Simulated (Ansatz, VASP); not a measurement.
Two plane-wave programs on In4P

```
In P
1.0
    -3.27112    3.27112    3.27112
     3.27112   -3.27112    3.27112
     3.27112    3.27112   -3.27112
In P
4 1
Direct
  0.00000 0.00000 0.50000
  0.50000 0.00000 0.00000
  0.00000 0.50000 0.00000
  0.50000 0.50000 0.50000
  0.00000 0.00000 0.00000
```

Change from the starting cell: species swapped into the H4C type (I-43m, No. 217).

Alike in both runs: task relaxation of cell and atoms; functional PBE; k mesh 8 × 8 × 8; occupations gaussian, width 0.1 eV; no spin polarisation.

|  | VASP | Ansatz |
| --- | --- | --- |
| version | VASP 6.6.1 | Ansatz 0.2.0 |
| potentials or method | VASP PAW PBE potentials, release 64 (In_d, P), cutoff 600 eV | scalar-relativistic, plane waves, PAW |
| valence electrons in the cell | 57 | 57 |

|  | VASP | Ansatz | Ansatz less VASP |
| --- | --- | --- | --- |
| gap on the k mesh at the Fermi level, each at its own relaxed structure (eV) | none | none | - |
| relaxed volume (Å³/atom) | 28.72 | 28.72 | +0.004 |
| relaxed cell length with the largest relative difference (Å) | 5.714 | 5.714 | +0.0003 |

A gap of «none» marks a metal or a gap that the smearing closes.
